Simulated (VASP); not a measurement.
# ZrN in VASP: single point with PBE

Aim: the single point of ZrN with PBE.

Everything below comes from runs of VASP 6.6.1. Logs are shortened: lines on timing, memory, paths and dates and some standing lists are left out, and cuts for length are marked.

## 1. The cell of the first run

The cell holds a slab with vacuum, 42 atoms: a = 13.784 Å, b = 4.595 Å, c = 18.892 Å, α = 90.00°, β = 90.00°, γ = 90.00°.

## 2. Single point, PBE

Input file INCAR:

```
SYSTEM = ZrN
PREC = Accurate
ENCUT = 520
EDIFF = 1E-7
ISMEAR = 0
SIGMA = 0.1
LREAL = Auto
LASPH = .True.
NELM = 100
ALGO = Normal
ISIF = 2
LWAVE = .False.
LCHARG = .True.
LDIPOL = .True.
IDIPOL = 3
DIPOL = 0.5 0.5 0.233
GGA = PE
LELF = .True.
LVHAR = .True.
LVACPOTAV = .True.
NBANDS = 206
LUSENCCL = .False.
```

Input file KPOINTS:

```
Automatic mesh
0
Gamma
  3 8 1
  0 0 0
```

Input file POSCAR:

```
ZrN
1.0
   13.7842415673      0.0000000000      0.0000000000
    0.0000000000      4.5947471891      0.0000000000
    0.0000000000      0.0000000000     18.8921207837
Zr N
21 21
Direct
    0.1666666667      0.0000000000      0.0793981797
    0.1666666667      0.5000000000      0.1994795054
   -0.0003130725      0.0000000000      0.2029418828
    0.0000000000      0.5000000000      0.0793981797
    0.5000000000      0.0000000000      0.0793981797
    0.4986881204      0.5000000000      0.1967914702
    0.3336464058      0.0000000000      0.2029418828
    0.3333333333      0.5000000000      0.0793981797
    0.8333333333      0.0000000000      0.0793981797
    0.8346452129      0.5000000000      0.1967914702
    0.6666666667      0.0000000000      0.1970740174
    0.6666666667      0.5000000000      0.0793981797
    0.1666666667      0.0000000000      0.3177335256
   -0.0125224846      0.5000000000      0.3238175076
    0.5082030444      0.0000000000      0.3125364153
    0.3458558179      0.5000000000      0.3238175076
    0.8251302889      0.0000000000      0.3125364153
    0.6666666667      0.5000000000      0.3114713424
    0.1666666667      0.5000000000      0.4334005618
    0.0133825510      0.0000000000      0.4359060180
    0.3199507823      0.0000000000      0.4359060180
    0.0000000000      0.0000000000      0.0793981797
    0.0002985165      0.5000000000      0.1957705196
    0.1666666667      0.0000000000      0.1938104427
    0.1666666667      0.5000000000      0.0793981797
    0.3333333333      0.0000000000      0.0793981797
    0.3330348169      0.5000000000      0.1957705196
    0.4994514448      0.0000000000      0.1952149641
    0.5000000000      0.5000000000      0.0793981797
    0.6666666667      0.0000000000      0.0793981797
    0.6666666667      0.5000000000      0.1945986722
    0.8338818886      0.0000000000      0.1952149641
    0.8333333333      0.5000000000      0.0793981797
   -0.0038254188      0.0000000000      0.3234465988
    0.1666666667      0.5000000000      0.3213843716
    0.3371587521      0.0000000000      0.3234465988
    0.5052997773      0.5000000000      0.3209206621
    0.6666666667      0.0000000000      0.3235144665
    0.8280335561      0.5000000000      0.3209206621
    0.0072142075      0.5000000000      0.4415682606
    0.1666666667      0.0000000000      0.4427352069
    0.3261191258      0.5000000000      0.4415682606
```

Potentials or basis: VASP PAW PBE potentials, release 64 (Zr_sv, N).

Run with:

```sh
cat potpaw_PBE.64/Zr_sv/POTCAR potpaw_PBE.64/N/POTCAR > POTCAR
mpirun -np 1 vasp_std > vasp.out
```

OUTCAR:

```text
SYSTEM = ZrN
   PREC = Accurate
   ENCUT = 520
   EDIFF = 1E-7
   ISMEAR = 0
   LREAL = Auto
   LASPH = .True.
   NELM = 100
   ISIF = 2
   GGA = PE

 ion  position               nearest neighbor table
   1  0.167  0.000  0.079-  24 2.16  26 2.30  25 2.30  25 2.30  22 2.30   2 3.23   2 3.23   8 3.25
                             8 3.25   4 3.25   4 3.25   7 3.28   3 3.28
   2  0.167  0.500  0.199-  25 2.27  23 2.29  27 2.29  24 2.30  24 2.30  35 2.30  13 3.20  13 3.20
                             8 3.23   1 3.23   1 3.23   4 3.23   7 3.25   7 3.25   3 3.25   3 3.25
   3  1.000  0.000  0.203-  34 2.28  32 2.29  23 2.30  23 2.30  24 2.31  22 2.33  13 3.16  17 3.17
                            10 3.24  10 3.24  14 3.24  14 3.24   2 3.25   2 3.25   9 3.27   4 3.27
   4  0.000  0.500  0.079-  23 2.20  22 2.30  22 2.30  33 2.30  25 2.30  10 3.18   2 3.23   1 3.25
                             1 3.25   9 3.25   9 3.25   3 3.27   3 3.27
   5  0.500  0.000  0.079-  28 2.19  29 2.30  29 2.30  30 2.30  26 2.30   6 3.19   6 3.19  11 3.20
                             8 3.25   8 3.25  12 3.25  12 3.25   7 3.27
   6  0.499  0.500  0.197-  29 2.22  27 2.28  28 2.30  28 2.30  31 2.32  37 2.35  18 3.17  15 3.17
                            15 3.17   8 3.18   5 3.19   5 3.19  16 3.19  12 3.21   7 3.24   7 3.24
   7  0.334  0.000  0.203-  36 2.28  28 2.29  27 2.30  27 2.30  24 2.31  26 2.33  13 3.16  15 3.17
                             6 3.24   6 3.24  16 3.24  16 3.24   2 3.25   2 3.25   5 3.27   8 3.27
   8  0.333  0.500  0.079-  27 2.20  25 2.30  26 2.30  26 2.30  29 2.30   6 3.18   2 3.23   1 3.25
                             1 3.25   5 3.25   5 3.25   7 3.27   7 3.27
   9  0.833  0.000  0.079-  32 2.19  30 2.30  33 2.30  33 2.30  22 2.30  10 3.19  10 3.19  11 3.20
                            12 3.25  12 3.25   4 3.25   4 3.25   3 3.27
  10  0.835  0.500  0.197-  33 2.22  23 2.28  32 2.30  32 2.30  31 2.32  39 2.35  18 3.17  17 3.17
                            17 3.17   4 3.18   9 3.19   9 3.19  14 3.19  12 3.21   3 3.24   3 3.24
  11  0.667  0.000  0.197-  30 2.22  31 2.30  31 2.30  32 2.31  28 2.31  38 2.39  17 3.09  15 3.09
                            18 3.15  18 3.15   9 3.20  12 3.20  12 3.20   5 3.20  10 3.26  10 3.26
  12  0.667  0.500  0.079-  31 2.18  33 2.30  30 2.30  30 2.30  29 2.30  11 3.20  11 3.20  10 3.21
                             6 3.21   9 3.25   9 3.25   5 3.25   5 3.25
  13  0.167  0.000  0.318-  35 2.30  35 2.30  24 2.34  36 2.35  34 2.35  41 2.36  21 3.07  20 3.07
                             7 3.16   3 3.16  19 3.17  19 3.17   2 3.20   2 3.20  16 3.38  16 3.38
  14  0.987  0.500  0.324-  39 2.20  40 2.24  34 2.30  34 2.30  23 2.43  35 2.47  20 3.14  20 3.14
                            10 3.19  17 3.21  17 3.21  19 3.22   3 3.24   3 3.24  13 3.38  13 3.38
  15  0.508  0.000  0.313-  38 2.19  28 2.22  37 2.30  37 2.30  36 2.37  11 3.09  18 3.17  18 3.17
                             7 3.17   6 3.17   6 3.17  16 3.21  16 3.21  21 3.49
  16  0.346  0.500  0.324-  37 2.20  42 2.24  36 2.30  36 2.30  27 2.43  35 2.47  21 3.14  21 3.14
                             6 3.19  15 3.21  15 3.21  19 3.22   7 3.24   7 3.24  13 3.38  13 3.38
  17  0.825  0.000  0.313-  38 2.19  32 2.22  39 2.30  39 2.30  34 2.37  11 3.09  18 3.17  18 3.17
                             3 3.17  10 3.17  10 3.17  14 3.21  14 3.21  20 3.49
  18  0.667  0.500  0.311-  31 2.21  37 2.23  39 2.23  38 2.31  38 2.31  11 3.15  11 3.15  17 3.17
                            17 3.17  15 3.17  15 3.17  10 3.17   6 3.17
  19  0.167  0.500  0.433-  35 2.12  42 2.20  40 2.20  41 2.30  41 2.30  21 3.12  21 3.12  20 3.12
                            20 3.12  13 3.17  13 3.17  16 3.22  14 3.22
  20  0.013  0.000  0.436-  41 2.12  34 2.14  40 2.30  40 2.30  13 3.07  19 3.12  19 3.12  14 3.14
                            14 3.14  17 3.49
  21  0.320  0.000  0.436-  41 2.12  36 2.14  42 2.30  42 2.30  13 3.07  19 3.12  19 3.12  16 3.14
                            16 3.14  15 3.49
  22  0.000  0.000  0.079-   4 2.30   4 2.30   9 2.30   1 2.30   3 2.33
  23  0.000  0.500  0.196-   4 2.20  10 2.28   2 2.29   3 2.30   3 2.30  14 2.43
  24  0.167  0.000  0.194-   1 2.16   2 2.30   2 2.30   7 2.31   3 2.31  13 2.34
  25  0.167  0.500  0.079-   2 2.27   8 2.30   1 2.30   1 2.30   4 2.30
  26  0.333  0.000  0.079-   1 2.30   8 2.30   8 2.30   5 2.30   7 2.33
  27  0.333  0.500  0.196-   8 2.20   6 2.28   2 2.29   7 2.30   7 2.30  16 2.43
  28  0.499  0.000  0.195-   5 2.19  15 2.22   7 2.29   6 2.30   6 2.30  11 2.31
  29  0.500  0.500  0.079-   6 2.22   5 2.30   5 2.30  12 2.30   8 2.30
  30  0.667  0.000  0.079-  11 2.22   9 2.30  12 2.30  12 2.30   5 2.30
  31  0.667  0.500  0.195-  12 2.18  18 2.21  11 2.30  11 2.30  10 2.32   6 2.32
  32  0.834  0.000  0.195-   9 2.19  17 2.22   3 2.29  10 2.30  10 2.30  11 2.31
  33  0.833  0.500  0.079-  10 2.22  12 2.30   9 2.30   9 2.30   4 2.30
  34  0.996  0.000  0.323-  20 2.14   3 2.28  14 2.30  14 2.30  13 2.35  17 2.37
  35  0.167  0.500  0.321-  19 2.12  13 2.30  13 2.30   2 2.30  16 2.47  14 2.47
  36  0.337  0.000  0.323-  21 2.14   7 2.28  16 2.30  16 2.30  13 2.35  15 2.37
  37  0.505  0.500  0.321-  16 2.20  18 2.23  15 2.30  15 2.30   6 2.35
  38  0.667  0.000  0.324-  17 2.19  15 2.19  18 2.31  18 2.31  11 2.39
  39  0.828  0.500  0.321-  14 2.20  18 2.23  17 2.30  17 2.30  10 2.35
  40  0.007  0.500  0.442-  19 2.20  14 2.24  20 2.30  20 2.30
  41  0.167  0.000  0.443-  21 2.12  20 2.12  19 2.30  19 2.30  13 2.36
  42  0.326  0.500  0.442-  19 2.20  16 2.24  21 2.30  21 2.30

  LATTYP: Found a simple orthorhombic cell.
 ALAT       =     4.5947471891
 B/A-ratio  =     3.0000000000
 C/A-ratio  =     4.1116779675

  Lattice vectors:

 A1 = (   0.0000000000,  -4.5947471891,   0.0000000000)
 A2 = (  13.7842415673,   0.0000000000,   0.0000000000)
 A3 = (   0.0000000000,   0.0000000000,  18.8921207837)

Analysis of symmetry for initial positions (statically):
[... 173 lines left out ...]
  0.333333  0.500000  0.000000      2.000000
   k-points           NKPTS =     10   k-points in BZ     NKDIM =     10   number of bands    NBANDS=    206
   number of dos      NEDOS =    301   number of ions     NIONS =     42
   total plane-waves  NPLWV = 559872
   dimension x,y,z NGX =   108 NGY =   36 NGZ =  144
   dimension x,y,z NGXF=   216 NGYF=   72 NGZF=  288
   ions per type =              21  21
   NGX,Y,Z   is equivalent  to a cutoff of  13.03, 13.03, 12.67 a.u.
   NGXF,Y,Z  is equivalent  to a cutoff of  26.05, 26.05, 25.34 a.u.
 SYSTEM =  ZrN
   PREC   = accura    normal or accurate (medium, high low for compatibility)
   ISTART =      0    job   : 0-new  1-cont  2-samecut
   ICHARG =      2    charge: 1-file 2-atom 10-const
   ISPIN  =      1    spin polarized calculation?
   LNONCOLLINEAR =      F non collinear calculations
   LSORBIT =      F    spin-orbit coupling
   LASPH  =      T    aspherical Exc in radial PAW
   ENCUT  =  520.0 eV  38.22 Ry    6.18 a.u.  25.63  8.54 35.13*2*pi/ulx,y,z
   NELM   =    100;   NELMIN=  2; NELMDL= -5     # of ELM steps
   EDIFF  = 0.1E-06   stopping-criterion for ELM
   LREAL  =      T    real-space projection
   EDIFFG = 0.1E-05   stopping-criterion for IOM
   NSW    =      0    number of steps for IOM
   IBRION =     -1    ionic relax: 0-MD 1-quasi-New 2-CG
   NFREE  =      0    steps in history (QN), initial steepest desc. (CG)
   ISIF   =      2    stress and relaxation
   ISYM   =      2    0-nonsym 1-usesym 2-fastsym
   POTIM  = 0.5000    time-step for ionic-motion
   TEBEG  =    0.0;   TEEND  =   0.0 temperature during run
   PSTRESS=    0.0 pullay stress
   NELECT =     357.0000    total number of electrons
   NUPDOWN=      -1.0000    fix difference up-down
   EMIN   =  10.00;   EMAX   =-10.00  energy-range for DOS
   EFERMI =   0.00;   METHOD = LEGACY
   ISMEAR =     0;   SIGMA  =   0.10  broadening in eV -4-tet -1-fermi 0-gaus
   EFERMI_NEDOS =   21; number of points for ismear=-14 and -15
   IALGO  =     38    algorithm
   IMIX   =      4    mixing-type and parameters
     AMIX     =   0.40;   BMIX     =  1.00
     AMIX_MAG =   1.60;   BMIX_MAG =  1.00
  volume/ion in A,a.u.               =      28.49       192.25
  Fermi-wavevector in a.u.,A,eV,Ry     =   1.093929  2.067226 16.281831  1.196681
  Thomas-Fermi vector in A             =   2.230224
   LORBIT       =      0    0 simple, 1 ext, 2 COOP (PROOUT), +10 PAW based schemes
   GGA     = PE    functional components
   LHFCALC =     F    Hartree Fock is set to
   AEXX    =    0.0000 exact exchange contribution
   IVDW    =     0    specifies the selected vdW correction
   LEPSILON=     F    determine dielectric tensor
   LRPA    =     F    only Hartree local field effects (RPA)
 non-spin polarized calculation
 Gauss-broadening in eV      SIGMA  =   0.10
  energy-cutoff  :      520.00
  volume of cell :     1196.53
 maximum number of plane-waves:     32277
 NGX is ok and might be reduce to   108
   NGX = 51   NGY = 17   NGZ = 71

 dipolmoment           0.000000      0.000000     -0.015896 electrons x Angstroem

 number of electron     357.0000009 magnetization

 dipolmoment           0.000000      0.000000      0.012077 electrons x Angstroem

 Free energy of the ion-electron system (eV)
  ---------------------------------------------------
  ext. energy  EPLUGINS =         0.00000000
  ---------------------------------------------------
  free energy    TOTEN  =      -413.77477051 eV

  energy without entropy =     -413.67665661  energy(sigma->0) =     -413.72571356

 E-fermi :   3.6906     XC(G=0):  -6.3847

 val. band max:        3.6894066139   @ k =   0.3333   0.1250   0.0000
 cond. band min:       3.7068484844   @ k =   0.0000   0.2500   0.0000
 fundamental gap:      0.0174418705
 Fermi energy:         3.6905751184

 k-point     1 :       0.0000    0.0000    0.0000
  band No.  band energies     occupation
      1     -46.1810      2.00000
      2     -46.1646      2.00000
      3     -46.1547      2.00000
      4     -46.1089      2.00000
      5     -46.0835      2.00000
      6     -46.0715      2.00000
[... 1919 lines left out ...]
    189       5.1206      0.00000
    190       5.1869      0.00000
 [bands above 190 left out]

------------------------ aborting loop because EDIFF is reached ----------------------------------------

  FORCE on cell =-STRESS in cart. coord.  units (eV):
  Direction    XX          YY          ZZ          XY          YZ          ZX
  --------------------------------------------------------------------------------------
  -------------------------------------------------------------------------------------
  Total      -13.1154490    -29.8967140      0.2925286      0.0000000      0.0000000      0.0000000
  in kB      -17.5617802    -40.0321421      0.3917002      0.0000000      0.0000000      0.0000000
  external PRESSURE =     -19.0674074 kB  Pullay stress =       0.0000000 kB

 VOLUME and BASIS-vectors are now :
 -----------------------------------------------------------------------------
  energy-cutoff  :      520.00
  volume of cell :     1196.53
      direct lattice vectors                 reciprocal lattice vectors
    13.784241567  0.000000000  0.000000000     0.072546610  0.000000000  0.000000000
     0.000000000  4.594747189  0.000000000     0.000000000  0.217639831  0.000000000
     0.000000000  0.000000000 18.892120784     0.000000000  0.000000000  0.052932120

 POSITION                                       TOTAL-FORCE (eV/Angst)
 -----------------------------------------------------------------------------------
      2.29737      0.00000      1.50000        -0.000000      0.000000      1.044467
      2.29737      2.29737      3.76859        -0.000000      0.000000     -0.000513
     13.77993      0.00000      3.83400        -0.000783      0.000000      0.010769
      0.00000      2.29737      1.50000         0.109948      0.000000      1.130708
      6.89212      0.00000      1.50000        -0.099299      0.000000      1.059545
      6.87404      2.29737      3.71781         0.003547      0.000000      0.008606
[... 34 lines left out ...]
      2.29737      0.00000      8.36421        -0.000000      0.000000      0.008702
      4.49530      2.29737      8.34216         0.012552      0.000000      0.015306
 -----------------------------------------------------------------------------------
    total drift:                               -0.000013      0.000000     -0.005336

  FREE ENERGIE OF THE ION-ELECTRON SYSTEM (eV)
  ---------------------------------------------------
  free  energy   TOTEN  =      -413.7747705130 eV

  energy  without entropy=     -413.6766566119  energy(sigma->0) =     -413.72571356

 vacuum level on the upper side and lower side of the slab         6.109         6.044
```

Wall time 9.3 min (1 × NVIDIA H100 80GB with 1 thread of AMD EPYC 7R13 (Zen 3), shared host); peak memory 2.7 GiB.

Results:

```
Free energy            : -413.7748 eV
Largest force          : 1.451 eV/Å
Band gap on the k mesh : zero (an odd number of electrons rules out a gap without spin polarisation)
```

Forces in eV/Å, atoms in the order of the input:
```
Zr   0.000  0.000  1.044
Zr   0.000  0.000 -0.001
Zr  -0.001  0.000  0.011
Zr   0.110  0.000  1.131
Zr  -0.099  0.000  1.060
Zr   0.004  0.000  0.009
Zr   0.001  0.000  0.011
Zr  -0.110  0.000  1.131
Zr   0.099  0.000  1.060
Zr  -0.004  0.000  0.009
Zr   0.000  0.000  0.001
Zr   0.000  0.000  1.078
Zr   0.000  0.000 -0.011
Zr  -0.004  0.000 -0.009
Zr  -0.008  0.000  0.012
Zr   0.004  0.000 -0.009
Zr   0.008  0.000  0.012
Zr   0.000  0.000  0.011
Zr   0.000  0.000  0.021
Zr  -0.018  0.000  0.012
Zr   0.018  0.000  0.012
N    0.107  0.000 -0.630
N    0.005  0.000 -0.004
N    0.000  0.000 -0.003
N    0.000  0.000 -1.180
N   -0.107  0.000 -0.630
N   -0.005  0.000 -0.004
N    0.000  0.000 -0.003
N    0.070  0.000 -1.449
N    0.000  0.000 -1.317
N    0.000  0.000  0.001
N    0.000  0.000 -0.003
N   -0.070  0.000 -1.449
N    0.001  0.000  0.004
N    0.000  0.000 -0.003
N   -0.001  0.000  0.004
N   -0.003  0.000  0.011
N    0.000  0.000  0.011
N    0.003  0.000  0.011
N   -0.013  0.000  0.015
N    0.000  0.000  0.009
N    0.013  0.000  0.015
```

Levels at points of the mesh, in eV from the Fermi level:
```
           k point  band 176  band 177  band 178  band 179  band 180  band 181  band 182  band 183
(0.00, 0.00, 0.00)     -0.90     -0.89     -0.63     -0.51     -0.43     -0.35     -0.31     -0.18
(0.00, 0.50, 0.00)      0.60      0.74      0.75      0.80      1.04      1.05      1.07      1.08
```

Caveat: an odd number of electrons without spin polarisation forces a metal; a magnetic or distorted state may lie lower.
